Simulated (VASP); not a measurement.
CuRu2, 3 atoms in the cell. Symmetry: P4/mmm, No. 123, tetragonal system. Conventional cell: a = 2.616 Å, b = 2.616 Å, c = 5.398 Å, α = 90.00°, β = 90.00°, γ = 90.00°. Within 2.9 Å of Ru (site symmetry 4mm) lie 5 Ru at 2.21 to 2.62 Å and 4 Cu at 2.44 Å. Within 3.2 Å of Cu (site symmetry 4/mmm) lie 8 Ru at 2.44 Å and 4 Cu at 2.62 Å. 

| Quantity | Value |
| --- | --- |
| Program | VASP 6.6.1 |
| Task | single point |
| Functional | LDA |
| Potentials or basis | VASP PAW LDA potentials, release 64 (Ru_pv, Cu) |
| Cutoff | 520 eV |
| k mesh | 13 × 13 × 6 |
| Occupations | fermi-dirac, width 0.1 eV |
| Spin | no spin polarisation |
| Dipole correction | no |
| k mesh for the DOS | 20 × 20 × 9 |
| Occupations for the DOS | tetrahedron |
| Further INCAR settings | ALGO = Normal; EDIFF = 1e-06; NBANDS = 26 |

Potentials or basis: VASP PAW LDA potentials, release 64 (Ru_pv, Cu).

Run with:

```sh
$ cat potpaw_LDA.64/Ru_pv/POTCAR potpaw_LDA.64/Cu/POTCAR > POTCAR
$ cp INCAR.step1 INCAR
$ cp KPOINTS.step1 KPOINTS
$ mpirun -np 1 vasp_std > vasp.out
$ cp INCAR.step2 INCAR
$ cp KPOINTS.step2 KPOINTS
$ mpirun -np 1 vasp_std > vasp.out
```

Hardware: 1 thread of Intel(R) Xeon(R) Platinum 8259CL CPU @ 2.50GHz (Skylake/Cascade Lake) (shared host).

Q: How long does it take, and how much memory?

A: It took 3.5 min on 1 thread of Intel(R) Xeon(R) Platinum 8259CL CPU @ 2.50GHz (Skylake/Cascade Lake) (shared host), peak memory 0.39 GiB. Counts: k points 330.
